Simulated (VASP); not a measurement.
# Mg (P6_3/mmc) in VASP: notebook, part 2 of 2

VASP 6.6.1.

### Step 3. Relaxation of volume and atoms at fixed shape, LDA

This run uses another cell than the first one, of 23.24 Å³/atom, 1.074 times its volume.

File INCAR:

```
SYSTEM = Mg
PREC     = Accurate       ! precision mode
ENCUT    = 600            ! plane-wave cutoff, eV
EDIFF    = 1E-6           ! SCF threshold, eV
ISMEAR   = -1             ! smearing method
SIGMA    = 0.05           ! smearing width, eV
LREAL    = .FALSE.        ! projectors in reciprocal space
LASPH    = .TRUE.         ! aspherical terms in the spheres
NELM     = 60             ! most SCF steps
ALGO     = Normal         ! electronic algorithm
ISIF     = 8              ! what is computed and relaxed
LWAVE    = .FALSE.        ! write WAVECAR
LCHARG   = .FALSE.        ! write CHGCAR
GGA      = CA             ! functional
IBRION   = 2              ! ionic algorithm
NSW      = 80             ! ionic steps
EDIFFG   = -0.03          ! ionic threshold
```

File KPOINTS:

```
regular mesh
0
G
  8 8 5
  0 0 0
```

File POSCAR:

```
Mg
1.0
    3.2093000000      0.0000000000      0.0000000000
   -1.6046500000      2.7793353300      0.0000000000
    0.0000000000      0.0000000000      5.2103000000
Mg
2
Direct
    0.3333333300      0.6666666700      0.2500000000
    0.6666666700      0.3333333300      0.7500000000
```

Potentials or basis: VASP PAW LDA potentials, release 64 (Mg).

Started as:

```
> cat potpaw_LDA.64/Mg/POTCAR > POTCAR
> mpirun -np 1 vasp_std > vasp.out
```

OUTCAR:

```text
SYSTEM = Mg
   PREC = Accurate
   ENCUT = 600
   EDIFF = 1E-6
   ISMEAR = -1
   LREAL = .FALSE.
   LASPH = .TRUE.
   NELM = 60
   ISIF = 8
   GGA = CA
   IBRION = 2
   NSW = 80
   EDIFFG = -0.03

 ion  position               nearest neighbor table
   1  0.333  0.667  0.250-   2 3.20   2 3.20   2 3.20   2 3.20   2 3.20   2 3.20
   2  0.667  0.333  0.750-   1 3.20   1 3.20   1 3.20   1 3.20   1 3.20   1 3.20

  LATTYP: Found a hexagonal cell.
 ALAT       =     3.2093000000
 C/A-ratio  =     1.6235004518

  Lattice vectors:

 A1 = (   3.2093000000,   0.0000000000,   0.0000000000)
 A2 = (  -1.6046500000,   2.7793353300,   0.0000000000)
 A3 = (   0.0000000000,   0.0000000000,   5.2103000000)

Analysis of symmetry for initial positions (statically):
=====================================================================
 Subroutine PRICEL returns:
 Original cell was already a primitive cell.

 Routine SETGRP: Setting up the symmetry group for a
 hexagonal supercell.

 Subroutine GETGRP returns: Found 24 space group operations
 (whereof 12 operations were pure point group operations)
 out of a pool of 24 trial point group operations.

The static configuration has the point symmetry D_3d.
 The point group associated with its full space group is D_6h.

Analysis of symmetry for dynamics (positions and initial velocities):
=====================================================================
 Subroutine PRICEL returns:
 Original cell was already a primitive cell.

 Routine SETGRP: Setting up the symmetry group for a
 hexagonal supercell.

 Subroutine GETGRP returns: Found 24 space group operations
 (whereof 12 operations were pure point group operations)
 out of a pool of 24 trial point group operations.

The dynamic configuration has the point symmetry D_3d.
 The point group associated with its full space group is D_6h.

 Subroutine INISYM returns: Found 24 space group operations
 (whereof 12 operations are pure point group operations),
 and found     1 'primitive' translations

----------------------------------------------------------------------------------------

                                     Primitive cell

  volume of cell :      46.4744

  direct lattice vectors                    reciprocal lattice vectors
     3.209300000  0.000000000  0.000000000     0.311594429  0.179899127  0.000000000
    -1.604650000  2.779335330  0.000000000     0.000000000  0.359798254  0.000000000
     0.000000000  0.000000000  5.210300000     0.000000000  0.000000000  0.191927528

  length of vectors
     3.209300000  3.209300001  5.210300000     0.359798255  0.359798254  0.191927528

  position of ions in fractional coordinates (direct lattice)
     0.333333330  0.666666670  0.250000000
     0.666666670  0.333333330  0.750000000

  ion indices of the primitive-cell ions
   primitive index   ion index
                 1           1
                 2           2

----------------------------------------------------------------------------------------

 KPOINTS: regular mesh

Automatic generation of k-mesh.
 Grid dimensions read from file:
 generate k-points for:    8    8    5
[... 47 lines left out ...]
   number of dos      NEDOS =    301   number of ions     NIONS =      2
   total plane-waves  NPLWV =  32928
   dimension x,y,z NGX =    28 NGY =   28 NGZ =   42
   dimension x,y,z NGXF=    56 NGYF=   56 NGZF=   84
   ions per type =               2
   NGX,Y,Z   is equivalent  to a cutoff of  14.50, 14.50, 13.40 a.u.
   NGXF,Y,Z  is equivalent  to a cutoff of  29.01, 29.01, 26.80 a.u.
 SYSTEM =  Mg
   PREC   = accura    normal or accurate (medium, high low for compatibility)
   ISTART =      0    job   : 0-new  1-cont  2-samecut
   ICHARG =      2    charge: 1-file 2-atom 10-const
   ISPIN  =      1    spin polarized calculation?
   LNONCOLLINEAR =      F non collinear calculations
   LSORBIT =      F    spin-orbit coupling
   LASPH  =      T    aspherical Exc in radial PAW
   ENCUT  =  600.0 eV  44.10 Ry    6.64 a.u.   6.41  6.41 10.41*2*pi/ulx,y,z
   NELM   =     60;   NELMIN=  2; NELMDL= -5     # of ELM steps
   EDIFF  = 0.1E-05   stopping-criterion for ELM
   LREAL  =      F    real-space projection
   EDIFFG = -.3E-01   stopping-criterion for IOM
   NSW    =     80    number of steps for IOM
   IBRION =      2    ionic relax: 0-MD 1-quasi-New 2-CG
   NFREE  =      1    steps in history (QN), initial steepest desc. (CG)
   ISIF   =      8    stress and relaxation
   ISYM   =      2    0-nonsym 1-usesym 2-fastsym
   POTIM  = 0.5000    time-step for ionic-motion
   TEBEG  =    0.0;   TEEND  =   0.0 temperature during run
   PSTRESS=    0.0 pullay stress
   NELECT =       4.0000    total number of electrons
   NUPDOWN=      -1.0000    fix difference up-down
   EMIN   =  10.00;   EMAX   =-10.00  energy-range for DOS
   EFERMI =   0.00;   METHOD = LEGACY
   ISMEAR =    -1;   SIGMA  =   0.05  broadening in eV -4-tet -1-fermi 0-gaus
   EFERMI_NEDOS =   21; number of points for ismear=-14 and -15
   IALGO  =     38    algorithm
   IMIX   =      4    mixing-type and parameters
     AMIX     =   0.40;   BMIX     =  1.00
     AMIX_MAG =   1.60;   BMIX_MAG =  1.00
  volume/ion in A,a.u.               =      23.24       156.81
  Fermi-wavevector in a.u.,A,eV,Ry     =   0.722809  1.365911  7.108401  0.522453
  Thomas-Fermi vector in A             =   1.812866
   LORBIT       =      0    0 simple, 1 ext, 2 COOP (PROOUT), +10 PAW based schemes
   GGA     = CA    functional components
   LHFCALC =     F    Hartree Fock is set to
   AEXX    =    0.0000 exact exchange contribution
   IVDW    =     0    specifies the selected vdW correction
   LEPSILON=     F    determine dielectric tensor
   LRPA    =     F    only Hartree local field effects (RPA)
 conjugate gradient relaxation of ions
 non-spin polarized calculation
  energy-cutoff  :      600.00
  volume of cell :       46.47
 maximum number of plane-waves:      1578
 NGX is ok and might be reduce to    28
   NGX = 13   NGY = 13   NGZ = 21

--------------------------------------- Ionic step        1  -------------------------------------------

 number of electron       4.0000000 magnetization

 Free energy of the ion-electron system (eV)
  ---------------------------------------------------
  ext. energy  EPLUGINS =         0.00000000
  ---------------------------------------------------
  free energy    TOTEN  =        -3.61772785 eV

  energy without entropy =       -3.61314672  energy(sigma->0) =       -3.61543729

------------------------ aborting loop because EDIFF is reached ----------------------------------------

  FORCE on cell =-STRESS in cart. coord.  units (eV):
  Direction    XX          YY          ZZ          XY          YZ          ZX
  --------------------------------------------------------------------------------------
  -------------------------------------------------------------------------------------
  Total       -0.8345849     -0.8345849     -0.7433887     -0.0000000      0.0000000     -0.0000000
  in kB      -28.7718056    -28.7718056    -25.6278723     -0.0000000      0.0000000     -0.0000000
  external PRESSURE =     -27.7238278 kB  Pullay stress =       0.0000000 kB
[... 59 lines left out ...]
--------------------------------------- Ionic step        3  -------------------------------------------

 number of electron       4.0000000 magnetization

 Free energy of the ion-electron system (eV)
  ---------------------------------------------------
  ext. energy  EPLUGINS =         0.00000000
  ---------------------------------------------------
  free energy    TOTEN  =        -3.65052972 eV

  energy without entropy =       -3.64540528  energy(sigma->0) =       -3.64796750

 E-fermi :   2.8247     XC(G=0):  -8.8964

 val. band max:        2.7951300813   @ k =   0.2500   0.2500   0.2000
 cond. band min:       3.0992628082   @ k =   0.2500   0.1250   0.0000
 fundamental gap:      0.3041327269
 Fermi energy:         2.8246818871

 k-point     1 :       0.0000    0.0000    0.0000
  band No.  band energies     occupation
      1      -4.3861      2.00000
      2       1.0607      2.00000
      3       1.5547      2.00000
      4      14.1089      0.00000
      5      14.1093      0.00000
      6      14.2891      0.00000
[... 199 lines left out ...]
 k-point    24 :       0.3750    0.0000    0.4000
  band No.  band energies     occupation
      1      -0.6394      2.00000
      2       0.4682      2.00000
      3       4.2496      0.00000
      4       5.3108      0.00000
      5       9.0776      0.00000
      6      11.0150      0.00000

 [... further k-points ...]

------------------------ aborting loop because EDIFF is reached ----------------------------------------

  FORCE on cell =-STRESS in cart. coord.  units (eV):
  Direction    XX          YY          ZZ          XY          YZ          ZX
  --------------------------------------------------------------------------------------
  -------------------------------------------------------------------------------------
  Total       -0.0370097     -0.0370097      0.0507903     -0.0000000      0.0000000      0.0000000
  in kB       -1.3804296     -1.3804296      1.8944376     -0.0000000      0.0000000      0.0000000
  external PRESSURE =      -0.2888072 kB  Pullay stress =       0.0000000 kB
[... 17 lines left out ...]
  FREE ENERGIE OF THE ION-ELECTRON SYSTEM (eV)
  ---------------------------------------------------
  free  energy   TOTEN  =        -3.6505297207 eV

  energy  without entropy=       -3.6454052805  energy(sigma->0) =       -3.64796750

 reached required accuracy - stopping structural energy minimisation
```

It took 15 s on 1 thread of AMD EPYC 7R13 (Zen 3), shared host; peak memory 0.13 GiB.

What came out:

```yaml
Free_energy: -3.6505 eV
Relaxed_volume: 21.48 Å³/atom
Relaxed_cell: a = 3.126 Å, b = 3.126 Å, c = 5.075 Å, α = 90.00°, β = 90.00°, γ = 120.00°
Space_group_after_relaxing_to_0.05_Å: P6_3/mmc (No. 194)
Energy_gained_by_relaxing: 16.4 meV/atom
Ionic_steps: 3
Pressure_after_relaxing: 0.0 GPa
Band_gap_on_the_k_mesh: zero (band 2 reaches 3.85 eV, above the bottom of band 3 at 1.55 eV)
```

Stress tensor (GPa, compression positive):
```
-0.14  0.00  0.00
 0.00 -0.14  0.00
 0.00  0.00  0.19
```

Step by step:
```
step  energy change (eV)  largest force (eV/Å)  pressure (GPa)  volume (Å³)
   1              0.0000                0.0000           -2.77        46.47
   2             -0.0305                0.0000           -0.82        43.82
   3             -0.0328                0.0000           -0.03        42.95
```

Final structure:
```cif
data_structure
_symmetry_space_group_name_H-M 'P 1'
_symmetry_Int_Tables_number 1
_cell_length_a 3.1261
_cell_length_b 3.1261
_cell_length_c 5.0753
_cell_angle_alpha 90.000
_cell_angle_beta 90.000
_cell_angle_gamma 120.000
_cell_volume 42.95
loop_
_atom_site_label
_atom_site_type_symbol
_atom_site_fract_x
_atom_site_fract_y
_atom_site_fract_z
_atom_site_occupancy
Mg1 Mg 0.33333 0.66667 0.25000 1
Mg2 Mg 0.66667 0.33333 0.75000 1
```

LDA usually gives volumes a few per cent too small. Zero-point motion and thermal expansion aren't in these numbers.
